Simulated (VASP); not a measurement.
# Sb (P6_3/mmc) in VASP: single point with PBE

Aim: the single point of Sb with PBE.

Everything below comes from runs of VASP 6.6.1. Logs are shortened: lines on timing, memory, paths and dates and some standing lists are left out, and cuts for length are marked.

**1. The cell of the first run**

Symmetry: P6_3/mmc, No. 194, hexagonal system. The conventional cell has a = 3.330 Å, b = 3.330 Å, c = 5.230 Å, α = 90.00°, β = 90.00°, γ = 120.00°. Within 4.3 Å of Sb (site symmetry -6m2) lie 12 Sb at 3.25 to 3.33 Å.

**2. Single point, PBE**

The input, INCAR:

```
PREC = Accurate
ENCUT = 520
EDIFF = 1E-6
ISMEAR = -1
SIGMA = 0.1
LREAL = F
LASPH = T
NELM = 100
ALGO = Normal
ISIF = 2
LWAVE = F
LCHARG = F
GGA = PE
NBANDS = 12
```

The input, KPOINTS:

```
regular mesh
0
Gamma
  8 8 5
```

The input, POSCAR:

```
Sb
1.0
    3.3300000000      0.0000000000      0.0000000000
   -1.6650000000      2.8838650000      0.0000000000
    0.0000000000      0.0000000000      5.2300000000
Sb
2
Direct
    0.3333333333      0.6666666667      0.2500000000
    0.6666666667      0.3333333333      0.7500000000
```

Potentials or basis: VASP PAW PBE potentials, release 64 (Sb).

Started as:

```sh
$ cat potpaw_PBE.64/Sb/POTCAR > POTCAR
$ mpirun -np 1 vasp_std > vasp.out
```

OUTCAR:

```text
PREC = Accurate
   ENCUT = 520
   EDIFF = 1E-6
   ISMEAR = -1
   LREAL = F
   LASPH = T
   NELM = 100
   ISIF = 2
   GGA = PE

 ion  position               nearest neighbor table
   1  0.333  0.667  0.250-   2 3.25   2 3.25   2 3.25   2 3.25   2 3.25   2 3.25
   2  0.667  0.333  0.750-   1 3.25   1 3.25   1 3.25   1 3.25   1 3.25   1 3.25

  LATTYP: Found a hexagonal cell.
 ALAT       =     3.3300000000
 C/A-ratio  =     1.5705705706

  Lattice vectors:

 A1 = (   3.3300000000,   0.0000000000,   0.0000000000)
 A2 = (  -1.6650000000,   2.8838650000,   0.0000000000)
 A3 = (   0.0000000000,   0.0000000000,   5.2300000000)

Analysis of symmetry for initial positions (statically):
=====================================================================
 Subroutine PRICEL returns:
 Original cell was already a primitive cell.

 Routine SETGRP: Setting up the symmetry group for a
 hexagonal supercell.

 Subroutine GETGRP returns: Found 24 space group operations
 (whereof 12 operations were pure point group operations)
 out of a pool of 24 trial point group operations.

The static configuration has the point symmetry D_3d.
 The point group associated with its full space group is D_6h.

Analysis of symmetry for dynamics (positions and initial velocities):
=====================================================================
 Subroutine PRICEL returns:
 Original cell was already a primitive cell.

 Routine SETGRP: Setting up the symmetry group for a
 hexagonal supercell.

 Subroutine GETGRP returns: Found 24 space group operations
 (whereof 12 operations were pure point group operations)
 out of a pool of 24 trial point group operations.

The dynamic configuration has the point symmetry D_3d.
 The point group associated with its full space group is D_6h.

 Subroutine INISYM returns: Found 24 space group operations
 (whereof 12 operations are pure point group operations),
 and found     1 'primitive' translations

----------------------------------------------------------------------------------------

                                     Primitive cell

  volume of cell :      50.2251

  direct lattice vectors                    reciprocal lattice vectors
     3.330000000  0.000000000  0.000000000     0.300300300  0.173378435  0.000000000
    -1.665000000  2.883865000  0.000000000     0.000000000  0.346756870  0.000000000
     0.000000000  0.000000000  5.230000000     0.000000000  0.000000000  0.191204589

  length of vectors
[... 91 lines left out ...]
   TEBEG  =    0.0;   TEEND  =   0.0 temperature during run
   PSTRESS=    0.0 pullay stress
   NELECT =      10.0000    total number of electrons
   NUPDOWN=      -1.0000    fix difference up-down
   EMIN   =  10.00;   EMAX   =-10.00  energy-range for DOS
   EFERMI =   0.00;   METHOD = LEGACY
   ISMEAR =    -1;   SIGMA  =   0.10  broadening in eV -4-tet -1-fermi 0-gaus
   EFERMI_NEDOS =   21; number of points for ismear=-14 and -15
   IALGO  =     38    algorithm
   IMIX   =      4    mixing-type and parameters
     AMIX     =   0.40;   BMIX     =  1.00
     AMIX_MAG =   1.60;   BMIX_MAG =  1.00
  volume/ion in A,a.u.               =      25.11       169.47
  Fermi-wavevector in a.u.,A,eV,Ry     =   0.955949  1.806481 12.433517  0.913838
  Thomas-Fermi vector in A             =   2.084833
   LORBIT       =      0    0 simple, 1 ext, 2 COOP (PROOUT), +10 PAW based schemes
   GGA     = PE    functional components
   LHFCALC =     F    Hartree Fock is set to
   AEXX    =    0.0000 exact exchange contribution
   IVDW    =     0    specifies the selected vdW correction
   LEPSILON=     F    determine dielectric tensor
   LRPA    =     F    only Hartree local field effects (RPA)
 non-spin polarized calculation
  energy-cutoff  :      520.00
  volume of cell :       50.23
 maximum number of plane-waves:      1387
 NGX is ok and might be reduce to    28
   NGX = 13   NGY = 13   NGZ = 19

 number of electron      10.0000000 magnetization

 Free energy of the ion-electron system (eV)
  ---------------------------------------------------
  ext. energy  EPLUGINS =         0.00000000
  ---------------------------------------------------
  free energy    TOTEN  =        -7.65355022 eV

  energy without entropy =       -7.60412258  energy(sigma->0) =       -7.62883640

 E-fermi :   9.5129     XC(G=0): -10.5403

 val. band max:        9.5101482951   @ k =   0.3750   0.2500   0.0000
 cond. band min:       9.5283576357   @ k =   0.5000   0.0000   0.0000
 fundamental gap:      0.0182093406
 Fermi energy:         9.5128767141

 k-point     1 :       0.0000    0.0000    0.0000
  band No.  band energies     occupation
      1      -4.0364      2.00000
      2       0.5340      2.00000
      3       3.2645      2.00000
      4      12.9017      0.00000
      5      12.9017      0.00000
      6      14.8221      0.00000
      7      14.8221      0.00000
      8      16.0181      0.00000
      9      16.9748      0.00000
     10      18.2894      0.00000
     11      19.5291      0.00000
     12      19.5291      0.00000
[... 331 lines left out ...]
 k-point    24 :       0.3750    0.0000    0.4000
  band No.  band energies     occupation
      1      -0.6990      2.00000
      2       0.3013      2.00000
      3       4.8341      2.00000
      4       5.8475      2.00000
      5      10.0203      0.01243
      6      10.7639      0.00001
      7      11.8381      0.00000
      8      12.1563      0.00000
      9      14.6958      0.00000
     10      15.7279      0.00000
     11      16.7905      0.00000
     12      19.1880      0.00000

 [... further k-points ...]

------------------------ aborting loop because EDIFF is reached ----------------------------------------

  FORCE on cell =-STRESS in cart. coord.  units (eV):
  Direction    XX          YY          ZZ          XY          YZ          ZX
  --------------------------------------------------------------------------------------
  -------------------------------------------------------------------------------------
  Total        1.7218624      1.7218629      2.1301734      0.0000000      0.0000000     -0.0000000
  in kB       54.9272920     54.9273074     67.9523837      0.0000000      0.0000000     -0.0000000
  external PRESSURE =      59.2689944 kB  Pullay stress =       0.0000000 kB

 VOLUME and BASIS-vectors are now :
 -----------------------------------------------------------------------------
  energy-cutoff  :      520.00
  volume of cell :       50.23
      direct lattice vectors                 reciprocal lattice vectors
     3.330000000  0.000000000  0.000000000     0.300300300  0.173378435  0.000000000
    -1.665000000  2.883865000  0.000000000     0.000000000  0.346756870  0.000000000
     0.000000000  0.000000000  5.230000000     0.000000000  0.000000000  0.191204589

 POSITION                                       TOTAL-FORCE (eV/Angst)
 -----------------------------------------------------------------------------------
     -0.00000      1.92258      1.30750         0.000000      0.000000      0.000000
      1.66500      0.96129      3.92250        -0.000000     -0.000000      0.000000
 -----------------------------------------------------------------------------------
    total drift:                               -0.000000      0.000000      0.000000

  FREE ENERGIE OF THE ION-ELECTRON SYSTEM (eV)
  ---------------------------------------------------
  free  energy   TOTEN  =        -7.6535502219 eV

  energy  without entropy=       -7.6041225776  energy(sigma->0) =       -7.62883640
```

Run time: 20 s. Hardware: 1 thread of Intel Xeon Platinum 8488C (Sapphire Rapids), shared host; peak memory 0.18 GiB.

What came out:

```yaml
Free_energy: -7.6536 eV
Pressure: 5.9 GPa
Band_gap_on_the_k_mesh: zero (band 5 reaches 13.56 eV, above the bottom of band 6 at 7.22 eV)
```

Stress tensor (GPa, compression positive):
```
5.49 0.00 0.00
0.00 5.49 0.00
0.00 0.00 6.80
```

Levels at points of the mesh, in eV from the Fermi level:
```tsv
k point	band 3	band 4	band 5	band 6	band 7	band 8
(0.00, 0.00, 0.00)	-6.25	3.39	3.39	5.31	5.31	6.51
(0.50, 0.00, 0.00)	-4.29	-2.98	-2.57	-0.30	0.02	3.97
```

Caveat: spin-orbit coupling is left out, which moves the levels of the heavy elements.
